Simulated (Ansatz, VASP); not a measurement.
# LiH in VASP and in Ansatz

POSCAR

```
LiH
1.0
    0.0000000000      2.1451220101      2.1451220101
    2.1451220101      0.0000000000      2.1451220101
    2.1451220101      2.1451220101      0.0000000000
Li H
1 1
Direct
    0.0000000000      0.0000000000      0.0000000000
    0.2500000000      0.2500000000      0.2500000000
```

INCAR.step1

```
SYSTEM = LiH
PREC = Accurate ; ENCUT = 520
ISMEAR = 0 ; SIGMA = 0.01
LREAL = .FALSE. ; LASPH = .TRUE.
NELM = 80 ; NBANDS = 9
GGA = PE ; ALGO = Normal
EDIFF = 1E-4 ; LWAVE = .TRUE.
LCHARG = .FALSE.
```

INCAR.step2

```
SYSTEM = LiH
PREC = Accurate ; ENCUT = 520
EDIFF = 1E-6 ; ISMEAR = 0
SIGMA = 0.01 ; LREAL = .FALSE.
LASPH = .TRUE. ; NELM = 80
ALGO = Normal ; ISIF = 2
LWAVE = .FALSE. ; LCHARG = .FALSE.
METAGGA = R2SCAN ; LMIXTAU = .TRUE.
NBANDS = 9 ; ISTART = 1
```

File KPOINTS:

```
regular mesh
0
G
  8 8 8
  0 0 0
```

Input for Ansatz:

```yaml
crystal:
  lattice:
    - [0.0, 2.1451220101, 2.1451220101]
    - [2.1451220101, 0.0, 2.1451220101]
    - [2.1451220101, 2.1451220101, 0.0]
  atoms:
    - { symbol: Li, position: [0.0, 0.0, 0.0] }
    - { symbol: H, position: [0.25, 0.25, 0.25] }
kpoints:
  mp_grid: { grid: [8, 8, 8] }
hamiltonian:
  xc: r2scan
scf:
  occupations: { method: fixed }
  n_extra_bands: 4
output:
  forces: true
  stress: true
  eigenvalues: true
```

Alike in both runs: task single point; functional r2SCAN; k mesh 8 × 8 × 8; no spin polarisation.

```csv
,VASP,Ansatz
version,VASP 6.6.1,Ansatz 0.2.0
potentials or method,"VASP PAW PBE potentials, release 64 (Li_sv, H)","plane waves, PAW"
plane-wave cutoff (eV),520,500
occupations,"gaussian, width 0.01 eV",fixed
valence electrons in the cell,4,4
```

VASP gave:

| Item | Value |
| --- | --- |
| gap on the k mesh at the Fermi level (eV) | 4.79 |

Task: Estimate Ansatz's values.

Result: gap on the k mesh at the Fermi level (eV): 4.72.

VASP's potentials were made for PBE, not for r2SCAN.

Noted on VASP's run: the cutoff is short for stress, so the pressure is rough.
